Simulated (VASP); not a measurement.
# LiF (Fm-3m) in VASP: further runs, part 2 of 2

VASP 6.6.1. The steps go on from the part before.

### Step 3. Elastic constants, PBEsol

This run uses another cell than the first one, of 7.66 Å³/atom.

The input, INCAR:

```
  ALGO = Normal
  EDIFF = 1E-8
  ENCUT = 600
  GGA = PS
  IBRION = 6
  ISIF = 3
  ISMEAR = 0
  LASPH = True
  LCHARG = False
  LREAL = False
  LWAVE = False
  NELM = 100
  NFREE = 2
  NSW = 1
  POTIM = 0.015
  PREC = Accurate
  SIGMA = 0.01
```

The input, KPOINTS:

```
k-points
0
Gamma
  10 10 10
```

The input, POSCAR:

```
LiF
1.0
    0.0000000000      1.9709145535      1.9709145535
    1.9709145535      0.0000000000      1.9709145535
    1.9709145535      1.9709145535      0.0000000000
Li F
1 1
Direct
    0.0000000000      0.0000000000      0.0000000000
    0.5000000000      0.5000000000      0.5000000000
```

Potentials or basis: VASP PAW PBE potentials, release 64 (Li_sv, F).

Started as:

```sh
$ cat potpaw_PBE.64/Li_sv/POTCAR potpaw_PBE.64/F/POTCAR > POTCAR
$ mpirun -np 1 vasp_std > vasp.out
```

OUTCAR:

```text
EDIFF = 1E-8
   ENCUT = 600
   GGA = PS
   IBRION = 6
   ISIF = 3
   ISMEAR = 0
   LASPH = True
   LREAL = False
   NELM = 100
   NFREE = 2
   NSW = 1
   POTIM = 0.015
   PREC = Accurate

 ion  position               nearest neighbor table
   1  0.000  0.000  0.000-   2 1.97   2 1.97   2 1.97   2 1.97   2 1.97   2 1.97
   2  0.500  0.500  0.500-   1 1.97   1 1.97   1 1.97   1 1.97   1 1.97   1 1.97

  LATTYP: Found a face centered cubic cell.
 ALAT       =     3.9418291070

  Lattice vectors:

 A1 = (   0.0000000000,   1.9709145535,   1.9709145535)
 A2 = (   1.9709145535,   0.0000000000,   1.9709145535)
 A3 = (   1.9709145535,   1.9709145535,   0.0000000000)

Analysis of symmetry for initial positions (statically):
=====================================================================
 Subroutine PRICEL returns:
 Original cell was already a primitive cell.

 Routine SETGRP: Setting up the symmetry group for a
 face centered cubic supercell.

 Subroutine GETGRP returns: Found 48 space group operations
 (whereof 48 operations were pure point group operations)
 out of a pool of 48 trial point group operations.

The static configuration has the point symmetry O_h .

Analysis of symmetry for dynamics (positions and initial velocities):
[... 656 lines left out ...]
  Total        0.3416484      0.3373978      0.3373978     -0.0000000     -0.0000000      0.0000000
  in kB       35.7483940     35.3036332     35.3036332     -0.0000000     -0.0000000      0.0000000
  external PRESSURE =      35.4518868 kB  Pullay stress =       0.0000000 kB
[... 17 lines left out ...]
  FREE ENERGIE OF THE ION-ELECTRON SYSTEM (eV)
  ---------------------------------------------------
  free  energy   TOTEN  =        -9.8441207267 eV

  energy  without entropy=       -9.8441207267  energy(sigma->0) =       -9.84412073

 INTERNAL STRAIN TENSORS FROM STRAINED CELLS
 ============================================

 INTERNAL STRAIN TENSOR FOR ION    1 for displacements in x,y,z  (eV/Angst):
          X           Y           Z          XY          YZ          ZX
  --------------------------------------------------------------------------------
  x    -0.00000    -0.00000    -0.00000     0.00000     0.00000     0.00000
  y     0.00000     0.00000     0.00000    -0.00000     0.00000     0.00000
  z     0.00000     0.00000    -0.00000    -0.00000     0.00000     0.00000

 INTERNAL STRAIN TENSORS FROM DISPLACED ATOMS
 ============================================

 INTERNAL STRAIN TENSOR FOR ION    1 for displacements in x,y,z  (eV/Angst):
          X           Y           Z          XY          YZ          ZX
  --------------------------------------------------------------------------------
  x     0.00000     0.00000     0.00000     0.00000     0.00000     0.00000
  y     0.00000     0.00000     0.00000     0.00000     0.00000     0.00000
  z     0.00000     0.00000     0.00000     0.00000     0.00000     0.00000

 INTERNAL STRAIN TENSOR FOR ION    2 for displacements in x,y,z  (eV/Angst):
          X           Y           Z          XY          YZ          ZX
  --------------------------------------------------------------------------------
  x     0.00000     0.00000     0.00000     0.00000     0.00000     0.00000
  y     0.00000     0.00000     0.00000     0.00000     0.00000     0.00000
  z     0.00000     0.00000     0.00000     0.00000     0.00000     0.00000

 Eigenvectors and eigenvalues of the dynamical matrix
 ----------------------------------------------------

   1 f  =   10.589280 THz    66.534409 2PiTHz  353.220362 cm-1    43.793724 meV
             X         Y         Z           dx          dy          dz
      0.000000  0.000000  0.000000    -0.854198    0.000000    0.000000
      1.970915  1.970915  1.970915     0.519948    0.000000    0.000000
[... 21 lines left out ...]
   6 f/i=    0.009704 THz     0.060970 2PiTHz    0.323682 cm-1     0.040131 meV
             X         Y         Z           dx          dy          dz
      0.000000  0.000000  0.000000     0.000000   -0.296111   -0.427392
      1.970915  1.970915  1.970915     0.000000   -0.486467   -0.702142

--------------------------------------------------------------------------------------------------------

 ELASTIC MODULI CONTR FROM IONIC RELAXATION (kBar)
 Direction    XX          YY          ZZ          XY          YZ          ZX
 --------------------------------------------------------------------------------
 XX           0.0000      0.0000      0.0000      0.0000      0.0000      0.0000
 YY           0.0000      0.0000      0.0000      0.0000      0.0000      0.0000
 ZZ           0.0000      0.0000      0.0000      0.0000      0.0000      0.0000
 XY           0.0000      0.0000      0.0000      0.0000      0.0000      0.0000
 YZ           0.0000      0.0000      0.0000      0.0000      0.0000      0.0000
 ZX           0.0000      0.0000      0.0000      0.0000      0.0000      0.0000
 --------------------------------------------------------------------------------

 TOTAL ELASTIC MODULI (kBar)
 Direction    XX          YY          ZZ          XY          YZ          ZX
 --------------------------------------------------------------------------------
 XX        1588.8275    465.7169    465.7169     -0.0000      0.0000      0.0000
 YY         465.7169   1588.8275    465.7169     -0.0000      0.0000     -0.0000
 ZZ         465.7169    465.7169   1588.8275      0.0000     -0.0000     -0.0000
 XY          -0.0000     -0.0000      0.0000    651.4537      0.0000     -0.0000
 YZ           0.0000      0.0000     -0.0000      0.0000    651.4537      0.0000
 ZX           0.0000     -0.0000     -0.0000     -0.0000      0.0000    651.4537
 --------------------------------------------------------------------------------
```

OSZICAR:

```text
N       E                     dE             d eps       ncg     rms          rms(c)
DAV:   1     0.355896591369E+02    0.35590E+02   -0.62551E+03   902   0.125E+03
DAV:   2    -0.920738024374E+01   -0.44797E+02   -0.42865E+02   959   0.218E+02
[... 184 lines left out ...]
DAV:   4    -0.984411749502E+01    0.45847E-04   -0.23566E-04  2108   0.200E-01    0.129E-02
DAV:   5    -0.984412093721E+01   -0.34422E-05   -0.25808E-05  1948   0.538E-02    0.936E-03
DAV:   6    -0.984412076680E+01    0.17040E-06   -0.15222E-06  2159   0.191E-02    0.151E-03
DAV:   7    -0.984412074058E+01    0.26228E-07   -0.45242E-07  2208   0.706E-03    0.671E-04
DAV:   8    -0.984412072845E+01    0.12126E-07   -0.12877E-08  1819   0.154E-03    0.179E-04
DAV:   9    -0.984412072666E+01    0.17943E-08   -0.21821E-09  1073   0.644E-04
  17 F= -.98441207E+01 E0= -.98441207E+01  d E =-.437072-157
```

Run time: 3.3 min. Hardware: 1 thread of Intel Xeon Platinum 8488C (Sapphire Rapids), shared host; peak memory 0.22 GiB.

Results:

* Elastic constants C11, C12, C44: 159, 47, 65 GPa
* Voigt bulk modulus: 84 GPa
* Highest phonon frequency at Γ, LO-TO splitting left out: 353 cm⁻¹

Phonon frequencies in cm⁻¹ (negative: imaginary):
| q point | frequencies |
| --- | --- |
| (0.000, 0.000, 0.000) | 0 0 0 353 353 353 |

Elastic tensor in Voigt notation (GPa, in the Cartesian axes of the cell as first typed):
```
159  47  47   0   0   0
 47 159  47   0   0   0
 47  47 159   0   0   0
  0   0   0  65   0   0
  0   0   0   0  65   0
  0   0   0   0   0  65
```

Clamped-ion elastic tensor (GPa):
```
159  47  47   0   0   0
 47 159  47   0   0   0
 47  47 159   0   0   0
  0   0   0  65   0   0
  0   0   0   0  65   0
  0   0   0   0   0  65
```

Caveat: the cell is under stress, which shifts elastic constants; the cutoff is under 1.25 times the usual one of these potentials, so pressure, stress and relaxed cells hold a basis-set (Pulay) error; the PAW data sets were made with another functional, which shifts forces and pressure a little.
